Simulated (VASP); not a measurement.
# Mg16C in VASP: notebook, part 2 of 2

VASP 6.6.1. Earlier steps stand in the parts before.

### Step 3. Single point, LDA

File INCAR:

```
ALGO = Fast
DIPOL = 0.5 0.5 0.349
EDIFF = 1E-6
ENCUT = 520
IDIPOL = 3
ISIF = 2
ISMEAR = 0
LASPH = True
LCHARG = True
LDIPOL = True
LELF = True
LREAL = Auto
LVACPOTAV = True
LVHAR = True
LWAVE = False
NBANDS = 32
NELM = 60
PREC = Accurate
SIGMA = 0.1
```

File KPOINTS:

```
k-points
0
Gamma
  6 6 1
```

File POSCAR:

```
Mg16C
1.0
    6.2932257366      0.0000000000      0.0000000000
   -3.1466128683      5.4500933597      0.0000000000
    0.0000000000      0.0000000000     23.0605952337
Mg C
16 1
Direct
    0.3333333333      0.1666666667      0.1734560604
    0.3333333333      0.6666666667      0.1734560604
    0.8333333333      0.1666666667      0.1734560604
    0.8333333333      0.6666666667      0.1734560604
    0.1666666667      0.3333333333      0.2827092823
    0.1666666667      0.8333333333      0.2827092823
    0.6666666667      0.3333333333      0.2827092823
    0.6666666667      0.8333333333      0.2827092823
    0.3333333333      0.1666666667      0.3902185413
    0.3333333333      0.6666666667      0.3902185413
    0.8333333333      0.1666666667      0.3902185413
    0.8333333333      0.6666666667      0.3902185413
    0.1666666667      0.3333333333      0.5013138263
    0.1666666667      0.8333333333      0.5013138263
    0.6666666667      0.3333333333      0.5013138263
    0.6666666667      0.8333333333      0.5013138263
    0.3333333333      0.6666666667      0.5370317063
```

Potentials or basis: VASP PAW LDA potentials, release 64 (Mg, C).

The run is started by

```sh
$ cat potpaw_LDA.64/Mg/POTCAR potpaw_LDA.64/C/POTCAR > POTCAR
$ mpirun -np 1 vasp_std > vasp.out
```

OUTCAR:

```text
EDIFF = 1E-6
   ENCUT = 520
   ISIF = 2
   ISMEAR = 0
   LASPH = True
   LREAL = Auto
   NELM = 60
   PREC = Accurate

 ion  position               nearest neighbor table
   1  0.333  0.167  0.173-   5 3.11   7 3.11   6 3.11   3 3.15   3 3.15   2 3.15   2 3.15   4 3.15
                             4 3.15
   2  0.333  0.667  0.173-   6 3.11   8 3.11   5 3.11   4 3.15   4 3.15   3 3.15   1 3.15   1 3.15
                             3 3.15
   3  0.833  0.167  0.173-   7 3.11   5 3.11   8 3.11   1 3.15   1 3.15   2 3.15   4 3.15   4 3.15
                             2 3.15
   4  0.833  0.667  0.173-   8 3.11   6 3.11   7 3.11   2 3.15   2 3.15   1 3.15   3 3.15   3 3.15
                             1 3.15
   5  0.167  0.333  0.283-   9 3.07  11 3.07  10 3.07   1 3.11   3 3.11   2 3.11   7 3.15   7 3.15
                             6 3.15   6 3.15   8 3.15   8 3.15
   6  0.167  0.833  0.283-  10 3.07  12 3.07   9 3.07   2 3.11   4 3.11   1 3.11   8 3.15   8 3.15
                             7 3.15   5 3.15   5 3.15   7 3.15
   7  0.667  0.333  0.283-  11 3.07   9 3.07  12 3.07   3 3.11   1 3.11   4 3.11   5 3.15   5 3.15
                             6 3.15   8 3.15   8 3.15   6 3.15
   8  0.667  0.833  0.283-  12 3.07  10 3.07  11 3.07   4 3.11   2 3.11   3 3.11   6 3.15   6 3.15
                             5 3.15   7 3.15   7 3.15   5 3.15
   9  0.333  0.167  0.390-   5 3.07   7 3.07   6 3.07  13 3.14  15 3.14  14 3.14  11 3.15  11 3.15
                            10 3.15  10 3.15  12 3.15  12 3.15
  10  0.333  0.667  0.390-   6 3.07   8 3.07   5 3.07  14 3.14  16 3.14  13 3.14  12 3.15  12 3.15
                            11 3.15   9 3.15   9 3.15  11 3.15
  11  0.833  0.167  0.390-   7 3.07   5 3.07   8 3.07  15 3.14  13 3.14  16 3.14   9 3.15   9 3.15
                            10 3.15  12 3.15  12 3.15  10 3.15
  12  0.833  0.667  0.390-   8 3.07   6 3.07   7 3.07  16 3.14  14 3.14  15 3.14  10 3.15  10 3.15
                             9 3.15  11 3.15  11 3.15   9 3.15
  13  0.167  0.333  0.501-  17 1.99   9 3.14  11 3.14  10 3.14  15 3.15  15 3.15  14 3.15  14 3.15
                            16 3.15  16 3.15
  14  0.167  0.833  0.501-  17 1.99  10 3.14  12 3.14   9 3.14  16 3.15  16 3.15  15 3.15  13 3.15
                            13 3.15  15 3.15
  15  0.667  0.333  0.501-  11 3.14   9 3.14  12 3.14  13 3.15  13 3.15  16 3.15  16 3.15  14 3.15
                            14 3.15
  16  0.667  0.833  0.501-  17 1.99  12 3.14  10 3.14  11 3.14  14 3.15  14 3.15  13 3.15  15 3.15
                            15 3.15  13 3.15
  17  0.333  0.667  0.537-  14 1.99  16 1.99  13 1.99

  LATTYP: Found a hexagonal cell.
 ALAT       =     6.2932257366
[... 193 lines left out ...]
  ---------------------------------------------------
  ext. energy  EPLUGINS =         0.00000000
  ---------------------------------------------------
  free energy    TOTEN  =       -32.68954004 eV

  energy without entropy =      -32.64658165  energy(sigma->0) =      -32.66806084

 E-fermi :  -1.1254     XC(G=0):  -4.7162

 val. band max:       -1.1467988311   @ k =   0.1667   0.0000   0.0000
 cond. band min:      -1.1111530854   @ k =   0.1667   0.1667   0.0000
 fundamental gap:      0.0356457457
 Fermi energy:        -1.1253671781

 k-point     1 :       0.0000    0.0000    0.0000
  band No.  band energies     occupation
      1     -10.0540      2.00000
      2      -7.8613      2.00000
      3      -6.7794      2.00000
      4      -5.2977      2.00000
      5      -3.5813      2.00000
      6      -3.2880      2.00000
[... 220 lines left out ...]
     29       1.8731      0.00000
     30       2.0374      0.00000
 [bands above 30 left out]

------------------------ aborting loop because EDIFF is reached ----------------------------------------

  FORCE on cell =-STRESS in cart. coord.  units (eV):
  Direction    XX          YY          ZZ          XY          YZ          ZX
  --------------------------------------------------------------------------------------
  -------------------------------------------------------------------------------------
  Total       -0.6938761     -0.6938761     -0.0766792      0.0000000      0.0000000      0.0000000
  in kB       -1.4055450     -1.4055450     -0.1553247      0.0000000      0.0000000      0.0000000
  external PRESSURE =      -0.9888049 kB  Pullay stress =       0.0000000 kB

 VOLUME and BASIS-vectors are now :
 -----------------------------------------------------------------------------
  energy-cutoff  :      520.00
  volume of cell :      790.95
      direct lattice vectors                 reciprocal lattice vectors
     6.293225737  0.000000000  0.000000000     0.158901022  0.091741548  0.000000000
    -3.146612868  5.450093360  0.000000000     0.000000000  0.183483095  0.000000000
     0.000000000  0.000000000 23.060595234     0.000000000  0.000000000  0.043364015

 POSITION                                       TOTAL-FORCE (eV/Angst)
 -----------------------------------------------------------------------------------
      1.57331      0.90835      4.00000         0.001234      0.000712     -0.023190
     -0.00000      3.63340      4.00000        -0.000000     -0.000000     -0.027604
      4.71992      0.90835      4.00000        -0.001234      0.000712     -0.023190
      3.14661      3.63340      4.00000        -0.000000     -0.001425     -0.023190
      0.00000      1.81670      6.51944        -0.000000      0.004606     -0.017772
     -1.57331      4.54174      6.51944         0.003989     -0.002303     -0.017772
[... 9 lines left out ...]
      1.57331      4.54174     11.56060         0.560319      0.323500     -0.091260
     -0.00000      3.63340     12.38427        -0.000000      0.000000      0.040335
 -----------------------------------------------------------------------------------
    total drift:                                0.000000     -0.000000      0.014426

  FREE ENERGIE OF THE ION-ELECTRON SYSTEM (eV)
  ---------------------------------------------------
  free  energy   TOTEN  =       -32.6895400352 eV

  energy  without entropy=      -32.6465816531  energy(sigma->0) =      -32.66806084

 vacuum level on the upper side and lower side of the slab         3.642         2.743
```

Run time: 13 min. Hardware: 1 thread of Oxide Virtual Turin-like, shared host; peak memory 0.58 GiB.

What came out:

* Free energy: -32.6895 eV
* Largest force: 0.653 eV/Å
* Band gap on the k mesh: zero (bands 18 and 19 overlap by 0.99 eV)

Forces on the atoms (eV/Å):
```
Mg   0.001  0.001 -0.023
Mg   0.000  0.000 -0.028
Mg  -0.001  0.001 -0.023
Mg   0.000 -0.001 -0.023
Mg   0.000  0.005 -0.018
Mg   0.004 -0.002 -0.018
Mg   0.000  0.000 -0.021
Mg  -0.004 -0.002 -0.018
Mg  -0.004 -0.003  0.063
Mg   0.000  0.000  0.268
Mg   0.004 -0.003  0.063
Mg   0.000  0.005  0.063
Mg   0.000 -0.647 -0.091
Mg  -0.560  0.324 -0.091
Mg   0.000  0.000 -0.052
Mg   0.560  0.324 -0.091
C    0.000  0.000  0.040
```

Levels at points of the mesh, in eV from the Fermi level:
```tsv
k point	band 14	band 15	band 16	band 17	band 18	band 19	band 20	band 21	band 22	band 23
(0.00, 0.00, 0.00)	-1.35	-1.12	-1.02	-1.02	-0.70	-0.70	-0.27	0.16	0.31	0.41
(0.50, 0.00, 0.00)	-1.18	-0.79	-0.35	-0.08	0.29	0.70	0.81	1.02	1.62	1.66
```

### Step 4. Single point, LDA

File INCAR:

```
PREC = Accurate
ENCUT = 520
EDIFF = 1E-7
ISMEAR = 0
SIGMA = 0.1
LREAL = Auto
LASPH = T
NELM = 80
ALGO = Fast
ISIF = 2
LWAVE = F
LCHARG = F
LDIPOL = T
IDIPOL = 3
DIPOL = 0.5 0.5 0.349
NBANDS = 32
```

File KPOINTS:

```
regular mesh
0
Gamma
  6 6 1
```

POSCAR, as its differences from that of step 3:

```diff
@@ -24,2 +24,2 @@
     0.6666666667      0.8333333333      0.5013138263
-    0.3333333333      0.6666666667      0.5370317063
+    0.5000000000      0.5000000000      0.5383094455
```

Potentials or basis: VASP PAW LDA potentials, release 64 (Mg, C).

The run is started by

```sh
$ cat potpaw_LDA.64/Mg/POTCAR potpaw_LDA.64/C/POTCAR > POTCAR
$ mpirun -np 1 vasp_std > vasp.out
```

OUTCAR:

```text
PREC = Accurate
   ENCUT = 520
   EDIFF = 1E-7
   ISMEAR = 0
   LREAL = Auto
   LASPH = T
   NELM = 80
   ISIF = 2

 ion  position               nearest neighbor table
   1  0.333  0.167  0.173-   5 3.11   7 3.11   6 3.11   3 3.15   3 3.15   2 3.15   2 3.15   4 3.15
                             4 3.15
   2  0.333  0.667  0.173-   6 3.11   8 3.11   5 3.11   4 3.15   4 3.15   3 3.15   1 3.15   1 3.15
                             3 3.15
   3  0.833  0.167  0.173-   7 3.11   5 3.11   8 3.11   1 3.15   1 3.15   2 3.15   4 3.15   4 3.15
                             2 3.15
   4  0.833  0.667  0.173-   8 3.11   6 3.11   7 3.11   2 3.15   2 3.15   1 3.15   3 3.15   3 3.15
                             1 3.15
   5  0.167  0.333  0.283-   9 3.07  11 3.07  10 3.07   1 3.11   3 3.11   2 3.11   7 3.15   7 3.15
                             6 3.15   6 3.15   8 3.15   8 3.15
   6  0.167  0.833  0.283-  10 3.07  12 3.07   9 3.07   2 3.11   4 3.11   1 3.11   8 3.15   8 3.15
                             7 3.15   5 3.15   5 3.15   7 3.15
   7  0.667  0.333  0.283-  11 3.07   9 3.07  12 3.07   3 3.11   1 3.11   4 3.11   5 3.15   5 3.15
                             6 3.15   8 3.15   8 3.15   6 3.15
   8  0.667  0.833  0.283-  12 3.07  10 3.07  11 3.07   4 3.11   2 3.11   3 3.11   6 3.15   6 3.15
[... 462 lines left out ...]
------------------------ aborting loop because EDIFF is reached ----------------------------------------

 vacuum level on the upper side and lower side of the slab       (xc-potential included)         0.400        -0.529

  FORCE on cell =-STRESS in cart. coord.  units (eV):
  Direction    XX          YY          ZZ          XY          YZ          ZX
  --------------------------------------------------------------------------------------
  -------------------------------------------------------------------------------------
  Total       -1.0561992     -1.0561992      0.5251745     -0.0000000      0.0000000      0.0000000
  in kB       -2.1394821     -2.1394821      1.0638159     -0.0000000      0.0000000      0.0000000
  external PRESSURE =      -1.0717161 kB  Pullay stress =       0.0000000 kB

 VOLUME and BASIS-vectors are now :
 -----------------------------------------------------------------------------
  energy-cutoff  :      520.00
  volume of cell :      790.95
      direct lattice vectors                 reciprocal lattice vectors
     6.293225737  0.000000000  0.000000000     0.158901022  0.091741548  0.000000000
    -3.146612868  5.450093360  0.000000000     0.000000000  0.183483095  0.000000000
     0.000000000  0.000000000 23.060595234     0.000000000  0.000000000  0.043364015

 POSITION                                       TOTAL-FORCE (eV/Angst)
 -----------------------------------------------------------------------------------
      1.57331      0.90835      4.00000         0.000000      0.067502     -0.013475
     -0.00000      3.63340      4.00000         0.058458     -0.033751     -0.013475
      4.71992      0.90835      4.00000         0.000000     -0.000000     -0.075206
      3.14661      3.63340      4.00000        -0.058458     -0.033751     -0.013475
      0.00000      1.81670      6.51944         0.054586      0.031515     -0.007748
     -1.57331      4.54174      6.51944         0.000000     -0.000000     -0.043026
[... 9 lines left out ...]
      1.57331      4.54174     11.56060         0.000000      0.643944     -0.041534
      1.57331      2.72505     12.41374         0.000000     -0.000000      0.021854
 -----------------------------------------------------------------------------------
    total drift:                               -0.000000     -0.000000      0.003055

  FREE ENERGIE OF THE ION-ELECTRON SYSTEM (eV)
  ---------------------------------------------------
  free  energy   TOTEN  =       -32.5085653462 eV

  energy  without entropy=      -32.4667958386  energy(sigma->0) =      -32.48768059

 vacuum level on the upper side and lower side of the slab         3.607         2.659
```

It took 10 min on 1 thread of Oxide Virtual Turin-like, shared host; peak memory 0.58 GiB.

What came out:

```yaml
Free_energy: -32.5086 eV
Largest_force: 0.645 eV/Å
Band_gap_on_the_k_mesh: zero (bands 18 and 19 overlap by 0.73 eV)
```

Forces in eV/Å, atoms in the order of the input:
```
Mg   0.000  0.068 -0.013
Mg   0.058 -0.034 -0.013
Mg   0.000  0.000 -0.075
Mg  -0.058 -0.034 -0.013
Mg   0.055  0.032 -0.008
Mg   0.000  0.000 -0.043
Mg  -0.055  0.032 -0.008
Mg   0.000 -0.063 -0.008
Mg   0.000 -0.048  0.024
Mg  -0.042  0.024  0.024
Mg   0.000  0.000  0.201
Mg   0.042  0.024  0.024
Mg  -0.558 -0.322 -0.042
Mg   0.000  0.000  0.012
Mg   0.558 -0.322 -0.042
Mg   0.000  0.644 -0.042
C    0.000  0.000  0.022
```

Levels at points of the mesh, in eV from the Fermi level:
```
           k point  band 14  band 15  band 16  band 17  band 18  band 19  band 20  band 21  band 22  band 23
(0.00, 0.00, 0.00)    -1.34    -1.10    -1.10    -1.07    -0.45    -0.41    -0.41     0.02     0.32     0.32
(0.50, 0.00, 0.00)    -1.16    -0.80    -0.36    -0.09     0.32     0.67     0.79     1.16     1.43     1.67
```

### Step 5. The runs side by side

| cell | gap on the mesh (eV) | largest force (eV/Å) |
| --- | --- | --- |
| as given, atomic positions A | none | 1.04 |
| as given, atomic positions B | none | 0.65 |
| as given, atomic positions C | none | 0.65 |

Alike in all rows: task single point; level LDA; potentials or basis VASP PAW LDA potentials, release 64 (Mg, C); no spin polarisation; k mesh 6 × 6 × 1; cutoff (eV) 520; smearing gaussian 0.1 eV.

Absolute energies hang on the potentials; compare differences alone.

The gap in the log of VASP goes by the Fermi energy; the results here count the filled bands.